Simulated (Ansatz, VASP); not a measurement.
Be2TeS2 in VASP and in Ansatz

```
Be Te S
1.0
     3.29305    0.00000    0.00000
     0.00000    3.29305    0.00000
     0.00000    0.00000    9.85892
Be Te S
2 1 2
Direct
  0.00000 0.00000 0.00000
  0.50000 0.50000 0.00000
  0.50000 0.50000 0.50000
  0.50000 0.00000 0.87118
  0.00000 0.50000 0.12882
```

Alike in both runs: functional PBE; dispersion D3(BJ); k mesh 12 × 12 × 4; occupations gaussian, width 0.1 eV; no spin polarisation.

Ansatz relaxed the structure, and its values are those at the end. VASP's run is a single point on that final structure, the one shown.

|  | VASP | Ansatz |
| --- | --- | --- |
| version | VASP 6.6.1 | Ansatz 0.2.0 |
| potentials or method | VASP PAW PBE potentials, release 64 (Be, Te, S), cutoff 520 eV | scalar-relativistic, plane waves, PAW |
| valence electrons in the cell | 22 | 32 |

VASP gave:

```
gap on the k mesh at the Fermi level (eV) : none
pressure (GPa)                            : -0.1
rms of the force components (eV/Å)        : 0.003
```

Q: What did Ansatz give for the same quantities?

A: gap on the k mesh at the Fermi level (eV): none; pressure (GPa): 0.0; rms of the force components (eV/Å): 0.003.

A gap of «none» marks a metal or a gap that the smearing closes. VASP's potentials hold 22 valence electrons a cell and Ansatz's 32, so a difference there can come from the potentials and not from the codes.

Neither program's run includes spin-orbit coupling.
